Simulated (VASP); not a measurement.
# NaCl (Fm-3m) in VASP: further runs

Runs on NaCl. Level: PBEsol. Tasks: single point, relaxation of cell and atoms.

Program: VASP 6.6.1. These are calculated values, not measurements. Logs are shortened: lines on timing, memory, paths and dates and some standing lists are left out, and cuts for length are marked.

**1. The cell of the first run**

Symmetry: Fm-3m, No. 225, cubic system. The conventional cell has a = 5.600 Å, b = 5.600 Å, c = 5.600 Å, α = 90.00°, β = 90.00°, γ = 90.00°. Na (site symmetry m-3m) has 6 Cl at 2.80 Å within 3.7 Å. Within 3.7 Å of Cl (site symmetry m-3m) lie 6 Na at 2.80 Å.

**2. Single point, PBEsol**

INCAR

```
SYSTEM = NaCl
PREC = Accurate
ENCUT = 520
EDIFF = 1E-7
ISMEAR = -1
SIGMA = 0.03
LREAL = .FALSE.
LASPH = .TRUE.
NELM = 80
ALGO = Normal
ISIF = 2
LWAVE = .FALSE.
LCHARG = .TRUE.
GGA = PS
LELF = .TRUE.
LVHAR = .TRUE.
NBANDS = 14
```

KPOINTS

```
regular mesh
0
G
  8 8 8
  0 0 0
```

POSCAR

```
NaCl
1.0
    0.0000000000      2.8000643863      2.8000643863
    2.8000643863      0.0000000000      2.8000643863
    2.8000643863      2.8000643863      0.0000000000
Na Cl
1 1
Direct
    0.0000000000      0.0000000000      0.0000000000
    0.5000000000      0.5000000000      0.5000000000
```

Potentials or basis: VASP PAW PBE potentials, release 64 (Na_pv, Cl).

Command:

```sh
cat potpaw_PBE.64/Na_pv/POTCAR potpaw_PBE.64/Cl/POTCAR > POTCAR
mpirun -np 1 vasp_std > vasp.out
```

OUTCAR:

```text
SYSTEM = NaCl
   PREC = Accurate
   ENCUT = 520
   EDIFF = 1E-7
   ISMEAR = -1
   LREAL = .FALSE.
   LASPH = .TRUE.
   NELM = 80
   ISIF = 2
   GGA = PS

 ion  position               nearest neighbor table
   1  0.000  0.000  0.000-
   2  0.500  0.500  0.500-

  LATTYP: Found a face centered cubic cell.
 ALAT       =     5.6001287726

  Lattice vectors:

 A1 = (   0.0000000000,   2.8000643863,   2.8000643863)
 A2 = (   2.8000643863,   0.0000000000,   2.8000643863)
 A3 = (   2.8000643863,   2.8000643863,   0.0000000000)

Analysis of symmetry for initial positions (statically):
=====================================================================
 Subroutine PRICEL returns:
 Original cell was already a primitive cell.

 Routine SETGRP: Setting up the symmetry group for a
 face centered cubic supercell.

 Subroutine GETGRP returns: Found 48 space group operations
 (whereof 48 operations were pure point group operations)
 out of a pool of 48 trial point group operations.

The static configuration has the point symmetry O_h .

Analysis of symmetry for dynamics (positions and initial velocities):
=====================================================================
 Subroutine PRICEL returns:
 Original cell was already a primitive cell.

 Routine SETGRP: Setting up the symmetry group for a
 face centered cubic supercell.

 Subroutine GETGRP returns: Found 48 space group operations
 (whereof 48 operations were pure point group operations)
 out of a pool of 48 trial point group operations.

The dynamic configuration has the point symmetry O_h .

 Subroutine INISYM returns: Found 48 space group operations
 (whereof 48 operations are pure point group operations),
 and found     1 'primitive' translations

----------------------------------------------------------------------------------------

                                     Primitive cell

  volume of cell :      43.9070

  direct lattice vectors                    reciprocal lattice vectors
     0.000000000  2.800064386  2.800064386    -0.178567322  0.178567322  0.178567322
     2.800064386  0.000000000  2.800064386     0.178567322 -0.178567322  0.178567322
     2.800064386  2.800064386  0.000000000     0.178567322  0.178567322 -0.178567322

  length of vectors
     3.959889031  3.959889031  3.959889031     0.309287675  0.309287675  0.309287675

  position of ions in fractional coordinates (direct lattice)
     0.000000000  0.000000000  0.000000000
     0.500000000  0.500000000  0.500000000

  ion indices of the primitive-cell ions
   primitive index   ion index
                 1           1
                 2           2

----------------------------------------------------------------------------------------

 KPOINTS: regular mesh

Automatic generation of k-mesh.
 Grid dimensions read from file:
 generate k-points for:    8    8    8

 Generating k-lattice:

  Cartesian coordinates                     Fractional coordinates (reciprocal lattice)
    -0.022320915  0.022320915  0.022320915     0.125000000  0.000000000  0.000000000
     0.022320915 -0.022320915  0.022320915     0.000000000  0.125000000  0.000000000
     0.022320915  0.022320915 -0.022320915     0.000000000  0.000000000  0.125000000

  Length of vectors
     0.038660959  0.038660959  0.038660959

  Shift w.r.t. Gamma in fractional coordinates (k-lattice)
     0.000000000  0.000000000  0.000000000

 Subroutine IBZKPT returns following result:
 ===========================================

 Found     29 irreducible k-points:

 Following reciprocal coordinates:
            Coordinates               Weight
  0.000000  0.000000  0.000000      1.000000
  0.125000  0.000000  0.000000      8.000000
  0.250000  0.000000  0.000000      8.000000
  0.375000  0.000000  0.000000      8.000000
  0.500000  0.000000  0.000000      4.000000
  0.125000  0.125000  0.000000      6.000000
[... 16 lines left out ...]
  0.500000  0.250000  0.125000     48.000000
 -0.375000  0.250000  0.125000     24.000000
 [... further k-points ...]
   k-points           NKPTS =     29   k-points in BZ     NKDIM =     29   number of bands    NBANDS=     14
   number of dos      NEDOS =    301   number of ions     NIONS =      2
   total plane-waves  NPLWV =  27000
   dimension x,y,z NGX =    30 NGY =   30 NGZ =   30
   dimension x,y,z NGXF=    60 NGYF=   60 NGZF=   60
   ions per type =               1   1
   NGX,Y,Z   is equivalent  to a cutoff of  12.59, 12.59, 12.59 a.u.
   NGXF,Y,Z  is equivalent  to a cutoff of  25.19, 25.19, 25.19 a.u.
 SYSTEM =  NaCl
   PREC   = accura    normal or accurate (medium, high low for compatibility)
   ISTART =      0    job   : 0-new  1-cont  2-samecut
   ICHARG =      2    charge: 1-file 2-atom 10-const
   ISPIN  =      1    spin polarized calculation?
   LNONCOLLINEAR =      F non collinear calculations
   LSORBIT =      F    spin-orbit coupling
   LASPH  =      T    aspherical Exc in radial PAW
   ENCUT  =  520.0 eV  38.22 Ry    6.18 a.u.   7.36  7.36  7.36*2*pi/ulx,y,z
   NELM   =     80;   NELMIN=  2; NELMDL= -5     # of ELM steps
   EDIFF  = 0.1E-06   stopping-criterion for ELM
   LREAL  =      F    real-space projection
   EDIFFG = 0.1E-05   stopping-criterion for IOM
   NSW    =      0    number of steps for IOM
   IBRION =     -1    ionic relax: 0-MD 1-quasi-New 2-CG
   NFREE  =      0    steps in history (QN), initial steepest desc. (CG)
   ISIF   =      2    stress and relaxation
   ISYM   =      2    0-nonsym 1-usesym 2-fastsym
   POTIM  = 0.5000    time-step for ionic-motion
   TEBEG  =    0.0;   TEEND  =   0.0 temperature during run
   PSTRESS=    0.0 pullay stress
   NELECT =      14.0000    total number of electrons
   NUPDOWN=      -1.0000    fix difference up-down
   EMIN   =  10.00;   EMAX   =-10.00  energy-range for DOS
   EFERMI =   0.00;   METHOD = LEGACY
   ISMEAR =    -1;   SIGMA  =   0.03  broadening in eV -4-tet -1-fermi 0-gaus
   EFERMI_NEDOS =   21; number of points for ismear=-14 and -15
   IALGO  =     38    algorithm
   IMIX   =      4    mixing-type and parameters
     AMIX     =   0.40;   BMIX     =  1.00
     AMIX_MAG =   1.60;   BMIX_MAG =  1.00
  volume/ion in A,a.u.               =      21.95       148.15
  Fermi-wavevector in a.u.,A,eV,Ry     =   1.118423  2.113513 17.019125  1.250870
  Thomas-Fermi vector in A             =   2.255054
   LORBIT       =      0    0 simple, 1 ext, 2 COOP (PROOUT), +10 PAW based schemes
   GGA     = PS    functional components
   LHFCALC =     F    Hartree Fock is set to
   AEXX    =    0.0000 exact exchange contribution
   IVDW    =     0    specifies the selected vdW correction
   LEPSILON=     F    determine dielectric tensor
   LRPA    =     F    only Hartree local field effects (RPA)
 non-spin polarized calculation
  energy-cutoff  :      520.00
  volume of cell :       43.91
 maximum number of plane-waves:      1243
 NGX is ok and might be reduce to    30
   NGX = 15   NGY = 15   NGZ = 15

 number of electron      14.0000004 magnetization

 Free energy of the ion-electron system (eV)
  ---------------------------------------------------
  ext. energy  EPLUGINS =         0.00000000
  ---------------------------------------------------
  free energy    TOTEN  =        -6.99826121 eV

  energy without entropy =       -6.99826121  energy(sigma->0) =       -6.99826121

 E-fermi :  -0.0036     XC(G=0):  -8.4275

 val. band max:       -0.6609059269   @ k =   0.0000   0.0000   0.0000
 cond. band min:       4.3498248208   @ k =   0.0000   0.0000   0.0000
 fundamental gap:      5.0107307477
 Fermi energy:        -0.0035870741

 k-point     1 :       0.0000    0.0000    0.0000
  band No.  band energies     occupation
      1     -21.2725      2.00000
      2     -21.2725      2.00000
      3     -21.2725      2.00000
      4     -13.3546      2.00000
      5      -0.6609      2.00000
      6      -0.6609      2.00000
      7      -0.6609      2.00000
      8       4.3498      0.00000
      9      10.3569      0.00000
     10      10.3569      0.00000
     11      10.3569      0.00000
     12      12.6056      0.00000
     13      12.6056      0.00000
     14      14.0146      0.00000

 k-point     2 :       0.1250    0.0000    0.0000
  band No.  band energies     occupation
      1     -21.2776      2.00000
      2     -21.2729      2.00000
      3     -21.2729      2.00000
      4     -13.3034      2.00000
      5      -1.0550      2.00000
      6      -0.7044      2.00000
      7      -0.7044      2.00000
      8       4.8630      0.00000
      9       9.7915      0.00000
     10      10.5563      0.00000
     11      10.5563      0.00000
     12      12.3408      0.00000
     13      12.3408      0.00000
     14      14.9955      0.00000

 k-point     3 :       0.2500    0.0000    0.0000
  band No.  band energies     occupation
      1     -21.2896      2.00000
      2     -21.2737      2.00000
      3     -21.2737      2.00000
      4     -13.1759      2.00000
      5      -1.8260      2.00000
      6      -0.8060      2.00000
      7      -0.8060      2.00000
      8       5.8410      0.00000
      9       9.2452      0.00000
     10      10.6665      0.00000
     11      10.6665      0.00000
     12      12.5502      0.00000
     13      12.5502      0.00000
     14      14.9722      0.00000
[... 324 lines left out ...]
 k-point    23 :       0.5000    0.2500    0.1250
  band No.  band energies     occupation
      1     -21.2972      2.00000
      2     -21.2813      2.00000
      3     -21.2766      2.00000
      4     -12.9937      2.00000
      5      -2.2882      2.00000
      6      -1.3910      2.00000
      7      -1.0425      2.00000
      8       7.4190      0.00000
      9       8.8389      0.00000
     10       9.2165      0.00000
     11      11.2287      0.00000
     12      13.0467      0.00000
     13      15.4322      0.00000
     14      15.9503      0.00000

 k-point    24 :      -0.3750    0.2500    0.1250
  band No.  band energies     occupation
      1     -21.2997      2.00000
      2     -21.2818      2.00000
      3     -21.2775      2.00000
      4     -12.9517      2.00000
      5      -2.4112      2.00000
      6      -1.4741      2.00000
      7      -1.0986      2.00000
      8       7.5390      0.00000
      9       8.8846      0.00000
     10       9.5218      0.00000
     11      11.0404      0.00000
     12      13.6712      0.00000
     13      14.9882      0.00000
     14      16.0677      0.00000

 [... further k-points ...]

------------------------ aborting loop because EDIFF is reached ----------------------------------------

  FORCE on cell =-STRESS in cart. coord.  units (eV):
  Direction    XX          YY          ZZ          XY          YZ          ZX
  --------------------------------------------------------------------------------------
  -------------------------------------------------------------------------------------
  Total        0.0124090      0.0124090      0.0124090      0.0000000     -0.0000000      0.0000000
  in kB        0.4528067      0.4528067      0.4528067      0.0000000     -0.0000000      0.0000000
  external PRESSURE =       0.4528067 kB  Pullay stress =       0.0000000 kB

 VOLUME and BASIS-vectors are now :
 -----------------------------------------------------------------------------
  energy-cutoff  :      520.00
  volume of cell :       43.91
      direct lattice vectors                 reciprocal lattice vectors
     0.000000000  2.800064386  2.800064386    -0.178567322  0.178567322  0.178567322
     2.800064386  0.000000000  2.800064386     0.178567322 -0.178567322  0.178567322
     2.800064386  2.800064386  0.000000000     0.178567322  0.178567322 -0.178567322

 POSITION                                       TOTAL-FORCE (eV/Angst)
 -----------------------------------------------------------------------------------
      0.00000      0.00000      0.00000        -0.000000     -0.000000      0.000000
      2.80006      2.80006      2.80006         0.000000      0.000000      0.000000
 -----------------------------------------------------------------------------------
    total drift:                               -0.000000      0.000000      0.000000

  FREE ENERGIE OF THE ION-ELECTRON SYSTEM (eV)
  ---------------------------------------------------
  free  energy   TOTEN  =        -6.9982612078 eV

  energy  without entropy=       -6.9982612078  energy(sigma->0) =       -6.99826121
```

Run time: 21 s. Hardware: 1 thread of Intel Xeon Platinum 8259CL at 2.50GHz (Skylake/Cascade Lake), shared host; peak memory 0.16 GiB.

What came out:

```yaml
Free_energy: -6.9983 eV
Pressure: 0.0 GPa
Band_gap_on_the_k_mesh: 5.01 eV, direct
```

Levels at points of the mesh, in eV from the valence-band top:
```tsv
k point	band 3	band 4	band 5	band 6	band 7	band 8	band 9	band 10	band 11	band 12
(0.00, 0.00, 0.00)	-20.61	-12.69	0.00	0.00	0.00	5.01	11.02	11.02	11.02	13.27
(0.50, 0.00, 0.00)	-20.61	-12.32	-2.04	-0.28	-0.28	7.11	10.67	10.91	10.91	14.97
(0.50, 0.50, 0.00)	-20.62	-12.28	-1.76	-0.63	-0.63	7.50	7.87	11.28	14.81	14.81
```

Caveat: the PAW data sets were made with another functional, which shifts forces and pressure a little.

(Part 1 of 2 ends here.)
